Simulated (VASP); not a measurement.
# B8N7 (a cell with a defect) in VASP: single point with LDA

Aim: the single point of B8N7 (a cell with a defect) with LDA.

All numbers are computed with VASP 6.6.1; they aren't measurements. Logs are shortened: lines on timing, memory, paths and dates and some standing lists are left out, and cuts for length are marked.

## 1. The cell of the first run

The cell holds a defect, 15 atoms: a = 5.041 Å, b = 5.042 Å, c = 5.042 Å, α = 75.53°, β = 60.00°, γ = 60.00°.

## 2. Single point, LDA (atoms taken out)

Contents of INCAR:

```
ALGO = Normal
EDIFF = 1E-7
ENCUT = 520
ISIF = 2
ISMEAR = 0
LASPH = T
LCHARG = F
LREAL = Auto
LWAVE = F
NBANDS = 42
NELECT = 56.0
NELM = 80
PREC = Accurate
SIGMA = 0.05
```

Contents of KPOINTS:

```
k-points
0
Gamma
  6 6 6
```

Contents of POSCAR:

```
B8N7
1.0
    0.0000000000      0.0000000000     -5.0414929705
   -4.3667508250      0.0000000000     -2.5207464853
    0.0000000000      4.3667508250     -2.5207464853
B N
8 7
Direct
    0.9240566984      0.8259433016      0.8259433016
    0.4240566984      0.8259433016      0.8259433016
    0.5000000000      0.6740566984      0.3259433016
    0.0000000000      0.6740566984      0.3259433016
    0.5000000000      0.3259433016      0.6740566984
    0.0000000000      0.3259433016      0.6740566984
    0.5759433016      0.1740566984      0.1740566984
    0.0759433016      0.1740566984      0.1740566984
    0.7500000000      0.1877092656      0.8122907344
    0.3122907344      0.6877092656      0.6877092656
    0.8122907344      0.6877092656      0.6877092656
    0.6877092656      0.3122907344      0.3122907344
    0.1877092656      0.3122907344      0.3122907344
    0.2338070270      0.9411092667      0.0912766792
    0.7500000000      0.8122907344      0.1877092656
```

Potentials or basis: VASP PAW LDA potentials, release 64 (B, N).

Started as:

```console
cat potpaw_LDA.64/B/POTCAR potpaw_LDA.64/N/POTCAR > POTCAR
mpirun -np 1 vasp_std > vasp.out
```

OUTCAR:

```text
EDIFF = 1E-7
   ENCUT = 520
   ISIF = 2
   ISMEAR = 0
   LASPH = T
   LREAL = Auto
   NELECT = 56.0
   NELM = 80
   PREC = Accurate

 ion  position               nearest neighbor table
   1  0.924  0.826  0.826-  10 1.52  11 1.52   9 1.58  15 1.58   7 2.15
   2  0.424  0.826  0.826-  14 1.26  11 1.52  10 1.52   8 2.15
   3  0.500  0.674  0.326-  15 1.52  12 1.58  10 1.58   5 2.15
   4  0.000  0.674  0.326-  15 1.52  13 1.58  11 1.58   6 2.15
   5  0.500  0.326  0.674-   9 1.52  10 1.58  12 1.58   3 2.15
   6  0.000  0.326  0.674-   9 1.52  11 1.58  13 1.58   4 2.15
   7  0.576  0.174  0.174-  13 1.52  12 1.52   9 1.58  15 1.58   1 2.15
   8  0.076  0.174  0.174-  14 1.08  12 1.52  13 1.52   2 2.15
   9  0.750  0.188  0.812-   5 1.52   6 1.52   1 1.58   7 1.58
  10  0.312  0.688  0.688-   1 1.52   2 1.52   3 1.58   5 1.58
  11  0.812  0.688  0.688-   2 1.52   1 1.52   4 1.58   6 1.58
  12  0.688  0.312  0.312-   8 1.52   7 1.52   3 1.58   5 1.58
  13  0.188  0.312  0.312-   7 1.52   8 1.52   4 1.58   6 1.58
  14  0.234  0.941  0.091-   8 1.08   2 1.26
  15  0.750  0.812  0.188-   3 1.52   4 1.52   1 1.58   7 1.58

  LATTYP: Found a body centered tetragonal cell.
 ALAT       =     6.1755182402
 C/A-ratio  =     0.8163675945

  Lattice vectors:

 A1 = (  -4.3667508250,   0.0000000000,   2.5207464852)
 A2 = (   4.3667508250,   0.0000000000,   2.5207464853)
 A3 = (   0.0000000000,   4.3667508250,  -2.5207464853)

Analysis of symmetry for initial positions (statically):
=====================================================================
 Subroutine PRICEL returns:
 Original cell was already a primitive cell.

 Routine SETGRP: Setting up the symmetry group for a
 body centered tetragonal supercell.

 Subroutine GETGRP returns: Found  2 space group operations
 (whereof  1 operations were pure point group operations)
 out of a pool of 16 trial point group operations.

The static configuration has the point symmetry C_1 .
 The point group associated with its full space group is C_1h.

Analysis of symmetry for dynamics (positions and initial velocities):
=====================================================================
 Subroutine PRICEL returns:
 Original cell was already a primitive cell.

 Routine SETGRP: Setting up the symmetry group for a
 body centered tetragonal supercell.

 Subroutine GETGRP returns: Found  2 space group operations
 (whereof  1 operations were pure point group operations)
 out of a pool of 16 trial point group operations.

The dynamic configuration has the point symmetry C_1 .
 The point group associated with its full space group is C_1h.

 Subroutine INISYM returns: Found  2 space group operations
 (whereof  1 operations are pure point group operations),
 and found     1 'primitive' translations

----------------------------------------------------------------------------------------

                                     Primitive cell

  volume of cell :      96.1338

  direct lattice vectors                    reciprocal lattice vectors
     0.000000000  0.000000000 -5.041492971     0.114501610 -0.114501610 -0.198353941
    -4.366750825  0.000000000 -2.520746485    -0.229003220  0.000000000  0.000000000
     0.000000000  4.366750825 -2.520746485     0.000000000  0.229003220  0.000000000

  length of vectors
     5.041492971  5.042090401  5.042090401     0.256057656  0.229003220  0.229003220

  position of ions in fractional coordinates (direct lattice)
     0.924056698  0.825943302  0.825943302
     0.424056698  0.825943302  0.825943302
     0.500000000  0.674056698  0.325943302
     1.000000000  0.674056698  0.325943302
     0.500000000  0.325943302  0.674056698
     1.000000000  0.325943302  0.674056698
     0.575943302  0.174056698  0.174056698
     0.075943302  0.174056698  0.174056698
     0.750000000  0.187709266  0.812290734
     0.312290734  0.687709266  0.687709266
     0.812290734  0.687709266  0.687709266
     0.687709266  0.312290734  0.312290734
     0.187709266  0.312290734  0.312290734
     0.233807027  0.941109267  0.091276679
     0.750000000  0.812290734  0.187709266

  ion indices of the primitive-cell ions
   primitive index   ion index
                 1           1
                 2           2
                 3           3
                 4           4
                 5           5
                 6           6
                 7           7
                 8           8
                 9           9
                10          10
                11          11
                12          12
                13          13
                14          14
                15          15

----------------------------------------------------------------------------------------

 KPOINTS: k-points

Automatic generation of k-mesh.
 Grid dimensions read from file:
 generate k-points for:    6    6    6

 Generating k-lattice:

  Cartesian coordinates                     Fractional coordinates (reciprocal lattice)
     0.019083602 -0.019083602 -0.033058990     0.166666667  0.000000000  0.000000000
    -0.038167203  0.000000000  0.000000000     0.000000000  0.166666667  0.000000000
     0.000000000  0.038167203  0.000000000     0.000000000  0.000000000  0.166666667

  Length of vectors
     0.042676276  0.038167203  0.038167203

  Shift w.r.t. Gamma in fractional coordinates (k-lattice)
     0.000000000  0.000000000  0.000000000

 Subroutine IBZKPT returns following result:
 ===========================================

 Found     68 irreducible k-points:

 Following reciprocal coordinates:
            Coordinates               Weight
  0.000000  0.000000  0.000000      1.000000
  0.166667  0.000000  0.000000      4.000000
  0.166667  0.166667  0.000000      4.000000
  0.333333  0.000000  0.000000      4.000000
  0.333333  0.333333  0.000000      4.000000
  0.500000  0.000000  0.000000      2.000000
[... 16 lines left out ...]
  0.166667  0.166667  0.333333      4.000000
  0.000000  0.333333  0.000000      2.000000
 [... further k-points ...]
   k-points           NKPTS =     68   k-points in BZ     NKDIM =     68   number of bands    NBANDS=     42
   number of dos      NEDOS =    301   number of ions     NIONS =     15
   total plane-waves  NPLWV =  64000
   dimension x,y,z NGX =    40 NGY =   40 NGZ =   40
   dimension x,y,z NGXF=    80 NGYF=   80 NGZF=   80
   ions per type =               8   7
   NGX,Y,Z   is equivalent  to a cutoff of  13.19, 13.19, 13.19 a.u.
   NGXF,Y,Z  is equivalent  to a cutoff of  26.38, 26.38, 26.38 a.u.
 SYSTEM =  unknown system
   PREC   = accura    normal or accurate (medium, high low for compatibility)
   ISTART =      0    job   : 0-new  1-cont  2-samecut
   ICHARG =      2    charge: 1-file 2-atom 10-const
   ISPIN  =      1    spin polarized calculation?
   LNONCOLLINEAR =      F non collinear calculations
   LSORBIT =      F    spin-orbit coupling
   LASPH  =      T    aspherical Exc in radial PAW
   ENCUT  =  520.0 eV  38.22 Ry    6.18 a.u.   9.37  9.37  9.37*2*pi/ulx,y,z
   NELM   =     80;   NELMIN=  2; NELMDL= -5     # of ELM steps
   EDIFF  = 0.1E-06   stopping-criterion for ELM
   LREAL  =      T    real-space projection
   EDIFFG = 0.1E-05   stopping-criterion for IOM
   NSW    =      0    number of steps for IOM
   IBRION =     -1    ionic relax: 0-MD 1-quasi-New 2-CG
   NFREE  =      0    steps in history (QN), initial steepest desc. (CG)
   ISIF   =      2    stress and relaxation
   ISYM   =      2    0-nonsym 1-usesym 2-fastsym
   POTIM  = 0.5000    time-step for ionic-motion
   TEBEG  =    0.0;   TEEND  =   0.0 temperature during run
   PSTRESS=    0.0 pullay stress
   NELECT =      56.0000    total number of electrons
   NUPDOWN=      -1.0000    fix difference up-down
   EMIN   =  10.00;   EMAX   =-10.00  energy-range for DOS
   EFERMI =   0.00;   METHOD = LEGACY
   ISMEAR =     0;   SIGMA  =   0.05  broadening in eV -4-tet -1-fermi 0-gaus
   EFERMI_NEDOS =   21; number of points for ismear=-14 and -15
   IALGO  =     38    algorithm
   IMIX   =      4    mixing-type and parameters
     AMIX     =   0.40;   BMIX     =  1.00
     AMIX_MAG =   1.60;   BMIX_MAG =  1.00
  volume/ion in A,a.u.               =       6.41        43.25
  Fermi-wavevector in a.u.,A,eV,Ry     =   1.367242  2.583713 25.434074  1.869352
  Thomas-Fermi vector in A             =   2.493312
   LORBIT       =      0    0 simple, 1 ext, 2 COOP (PROOUT), +10 PAW based schemes
   GGA     = CA    functional components
   LHFCALC =     F    Hartree Fock is set to
   AEXX    =    0.0000 exact exchange contribution
   IVDW    =     0    specifies the selected vdW correction
   LEPSILON=     F    determine dielectric tensor
   LRPA    =     F    only Hartree local field effects (RPA)
 non-spin polarized calculation
 Gauss-broadening in eV      SIGMA  =   0.05
  energy-cutoff  :      520.00
  volume of cell :       96.13
 maximum number of plane-waves:      2618
 NGX is ok and might be reduce to    40
   NGX = 19   NGY = 19   NGZ = 19

 number of electron      55.9999997 magnetization

 Free energy of the ion-electron system (eV)
  ---------------------------------------------------
  ext. energy  EPLUGINS =         0.00000000
  ---------------------------------------------------
  free energy    TOTEN  =      -151.57901844 eV

  energy without entropy =     -151.57694755  energy(sigma->0) =     -151.57798299

 E-fermi :   5.9222     XC(G=0): -12.2650

 val. band max:        5.9166443030   @ k =   0.1667   0.1667   0.0000
 cond. band min:       5.9523607907   @ k =   0.0000  -0.1667   0.5000
 fundamental gap:      0.0357164876
 Fermi energy:         5.9222348236

 k-point     1 :       0.0000    0.0000    0.0000
  band No.  band energies     occupation
      1     -13.3343      2.00000
      2     -11.0096      2.00000
      3      -9.5649      2.00000
      4      -9.4176      2.00000
      5      -8.9680      2.00000
      6      -8.4468      2.00000
[... 32 lines left out ...]
     39      15.3857      0.00000
     40      15.4868      0.00000

 k-point     2 :       0.1667    0.0000    0.0000
  band No.  band energies     occupation
      1     -13.1711      2.00000
      2     -11.1409      2.00000
      3      -9.7581      2.00000
      4      -9.5937      2.00000
      5      -8.7798      2.00000
      6      -8.5178      2.00000
[... 32 lines left out ...]
     39      15.5339      0.00000
     40      15.6948      0.00000

 k-point     3 :       0.1667    0.1667    0.0000
  band No.  band energies     occupation
      1     -13.1827      2.00000
      2     -11.0712      2.00000
      3      -9.8107      2.00000
      4      -9.3924      2.00000
      5      -9.2451      2.00000
      6      -8.3099      2.00000
[... 853 lines left out ...]
  band No.  band energies     occupation
      1     -12.9327      2.00000
      2     -11.3859      2.00000
      3     -10.0272      2.00000
      4      -9.8290      2.00000
      5      -8.6825      2.00000
      6      -8.3891      2.00000
[... 32 lines left out ...]
     39      15.6350      0.00000
     40      16.0729      0.00000

 k-point    24 :       0.0000    0.3333    0.0000
  band No.  band energies     occupation
      1     -12.8802      2.00000
      2     -11.5571      2.00000
      3     -10.0702      2.00000
      4      -9.6517      2.00000
      5      -8.7722      2.00000
      6      -8.2106      2.00000
[... 32 lines left out ...]
     39      15.6888      0.00000
     40      15.9613      0.00000

 [... further k-points ...]

 [bands above 40 left out]

------------------------ aborting loop because EDIFF is reached ----------------------------------------

  FORCE on cell =-STRESS in cart. coord.  units (eV):
  Direction    XX          YY          ZZ          XY          YZ          ZX
  --------------------------------------------------------------------------------------
  -------------------------------------------------------------------------------------
  Total       -3.2321946    -22.5338547    -36.0493560    -23.5025992     -0.0000000      0.0000000
  in kB      -53.8681546   -375.5520043   -600.8030171   -391.6972197     -0.0000000      0.0000000
  external PRESSURE =    -343.4077253 kB  Pullay stress =       0.0000000 kB

 VOLUME and BASIS-vectors are now :
 -----------------------------------------------------------------------------
  energy-cutoff  :      520.00
  volume of cell :       96.13
      direct lattice vectors                 reciprocal lattice vectors
     0.000000000  0.000000000 -5.041492971     0.114501610 -0.114501610 -0.198353941
    -4.366750825  0.000000000 -2.520746485    -0.229003220  0.000000000  0.000000000
     0.000000000  4.366750825 -2.520746485     0.000000000  0.229003220  0.000000000

 POSITION                                       TOTAL-FORCE (eV/Angst)
 -----------------------------------------------------------------------------------
     -3.60669      3.60669     -8.82261        -0.507746      0.476989     -0.000000
     -3.60669      3.60669     -6.30187         6.500886     -7.897480      0.000000
     -2.94344      1.42331     -5.04149         0.689878      0.823412     -2.856462
     -2.94344      1.42331     -2.52075         0.689878      0.823412      2.856462
     -1.42331      2.94344     -5.04149        -2.063174     -2.180043     -4.135099
     -1.42331      2.94344     -2.52075        -2.063174     -2.180043      4.135099
     -0.76006      0.76006     -3.78112         0.483777     -0.494143      0.000000
     -0.76006      0.76006     -1.26037       -29.291970     13.925636     -0.000000
     -0.81968      3.54707     -6.30187         0.629361      0.567454      0.000000
     -3.00306      3.00306     -5.04149        -0.191858     -0.780630      1.238152
     -3.00306      3.00306     -7.56224        -0.191858     -0.780630     -1.238152
     -1.36370      1.36370     -5.04149        -1.785550      0.308834      2.101618
     -1.36370      1.36370     -2.52075        -1.785550      0.308834     -2.101618
     -4.10959      0.39858     -3.78112        28.926486     -2.834574      0.000000
     -3.54707      0.81968     -6.30187        -0.039386     -0.087027      0.000000
 -----------------------------------------------------------------------------------
    total drift:                                0.001052      0.000321     -0.000001

  FREE ENERGIE OF THE ION-ELECTRON SYSTEM (eV)
  ---------------------------------------------------
  free  energy   TOTEN  =      -151.5790184354 eV

  energy  without entropy=     -151.5769475498  energy(sigma->0) =     -151.57798299
```

It took 6.1 min on 1 thread of Intel Xeon Platinum 8559C (Emerald Rapids), shared host; peak memory 0.3 GiB.

Results:

| Property | Result |
| --- | --- |
| Free energy | -151.5790 eV |
| Largest force | 32.434 eV/Å |

Forces on the atoms (eV/Å):
```
B    -0.508   0.477   0.000
B     6.501  -7.897   0.000
B     0.690   0.823  -2.856
B     0.690   0.823   2.856
B    -2.063  -2.180  -4.135
B    -2.063  -2.180   4.135
B     0.484  -0.494   0.000
B   -29.292  13.926   0.000
N     0.629   0.567   0.000
N    -0.192  -0.781   1.238
N    -0.192  -0.781  -1.238
N    -1.786   0.309   2.102
N    -1.786   0.309  -2.102
N    28.926  -2.835   0.000
N    -0.039  -0.087   0.000
```

Levels at points of the mesh, in eV from the Fermi level:
```csv
k point,band 25,band 26,band 27,band 28,band 29,band 30,band 31,band 32
"(0.00, 0.00, 0.00)",-1.68,-0.85,-0.49,0.07,0.16,4.77,5.99,6.18
"(0.50, 0.00, 0.00)",-1.33,-1.18,-1.05,-0.57,0.63,2.92,4.52,4.80
"(0.50, 0.50, 0.00)",-2.11,-1.36,-1.33,-0.37,0.84,3.11,4.21,4.60
"(0.00, 0.50, 0.00)",-1.45,-1.35,-0.79,0.16,0.26,3.30,3.75,5.52
"(0.00, 0.00, 0.50)",-1.45,-1.33,-0.81,-0.08,0.33,3.48,4.22,5.50
"(0.00, 0.50, 0.50)",-2.62,-1.93,-1.77,-1.05,0.42,3.05,3.40,5.20
```

Caveat: the cell carries a net charge on a neutralising background, which shifts energy and pressure; the cell differs from its parent crystal (atoms taken out); the cell is charged against a uniform background, so pressure and absolute levels hang on convention; atoms lie so close that the PAW spheres overlap strongly, which falsifies energies and pressures.
